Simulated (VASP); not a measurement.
Sb:

```
Sb
1.0
    -1.87134    1.87134    1.87134
     1.87134   -1.87134    1.87134
     1.87134    1.87134   -1.87134
Sb
1
Direct
  0.00000 0.00000 0.00000
```

```yaml
Program: VASP 6.6.1
Task: relaxation of cell and atoms
Functional: r2SCAN
Potentials_or_basis: VASP PAW PBE potentials, release 64 (Sb)
Cutoff: 600 eV
k_mesh: 20 × 20 × 20
Occupations: gaussian, width 0.1 eV
Spin: no spin polarisation
```

At the start: pressure 1.7 GPa; volume 26.21 Å³/atom.

**Question.** How do energy, volume and symmetry change on relaxing?

**Answer.** Over 3 steps the energy falls by 3.5 meV/atom and the volume is 26.89 Å³/atom (+2.6 %); space group Im-3m (No. 229, to 0.05 Å).

Step by step:
```
step  energy change (eV)  largest force (eV/Å)  pressure (GPa)  volume (Å³)
   1              0.0000                0.0000            1.72        26.21
   2             -0.0024                0.0000           -0.99        27.29
   3             -0.0035                0.0000            0.01        26.89
```

Final structure:
```
CELL_PARAMETERS angstrom
-1.88738 1.88738 1.88738
1.88738 -1.88738 1.88738
1.88738 1.88738 -1.88738
ATOMIC_POSITIONS crystal
Sb 0.00000 0.00000 0.00000
```

Caveat: the PAW data sets were made with another functional, which shifts forces and pressure a little.
